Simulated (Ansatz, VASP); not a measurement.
# Two plane-wave programs on RuPt7Se16

```
CELL_PARAMETERS angstrom
7.44800 0.00000 0.00000
-3.72400 6.45016 0.00000
0.00000 0.00000 10.12400
ATOMIC_POSITIONS crystal
Ru 0.00000 0.00000 0.00000
Pt 0.00000 0.00000 0.50000
Pt 0.00000 0.50000 0.00000
Pt 0.00000 0.50000 0.50000
Pt 0.50000 0.00000 0.00000
Pt 0.50000 0.00000 0.50000
Pt 0.50000 0.50000 0.00000
Pt 0.50000 0.50000 0.50000
Se 0.16379 0.32758 0.12721
Se 0.16654 0.33309 0.62843
Se 0.16379 0.83621 0.12721
Se 0.16654 0.83346 0.62843
Se 0.66667 0.33333 0.12509
Se 0.66667 0.33333 0.62866
Se 0.67242 0.83621 0.12721
Se 0.66691 0.83346 0.62843
Se 0.33309 0.16654 0.37157
Se 0.32758 0.16379 0.87279
Se 0.33333 0.66667 0.37134
Se 0.33333 0.66667 0.87491
Se 0.83346 0.16654 0.37157
Se 0.83621 0.16379 0.87279
Se 0.83346 0.66691 0.37157
Se 0.83621 0.67242 0.87279
```

Alike in both runs: task single point; functional PBEsol; k mesh 3 × 3 × 2; occupations gaussian, width 0.05 eV; collinear spin; Hubbard terms Ru d U = 2.0 eV.

|  | VASP | Ansatz |
| --- | --- | --- |
| version | VASP 6.6.1 | Ansatz 0.2.0 |
| potentials or method | VASP PAW PBE potentials, release 64 (Ru_pv, Pt, Se), cutoff 520 eV | scalar-relativistic, plane waves, PAW |
| valence electrons in the cell | 180 | 398 |

VASP gave:

| Quantity | Value |
| --- | --- |
| gap on the k mesh at the Fermi level (eV) | none |
| pressure (GPa) | -0.8 |
| traceless stress, the component that is largest in VASP (GPa) | -0.98 |
| rms of the force components (eV/Å) | 0.009 |

Q: What did Ansatz give for the same quantities?

A: gap on the k mesh at the Fermi level (eV): none; pressure (GPa): -1.0; traceless stress, the component that is largest in VASP (GPa): -1.01; rms of the force components (eV/Å): 0.001.

VASP's potentials were made for PBE, not for PBEsol. The programs project onto different local orbitals, so the same U acts differently, and such runs can settle in different states. Atom by atom the forces differ by 0.009 eV/Å (rms over components). A gap of «none» marks a metal or a gap that the smearing closes. VASP's potentials hold 180 valence electrons a cell and Ansatz's 398, so a difference there can come from the potentials and not from the codes. Ansatz's warnings: filled band counts differ across k points, seeded moment not kept, specified occupation not kept, symmetry narrowed by occupation matrices.

Spin-orbit coupling is off throughout.
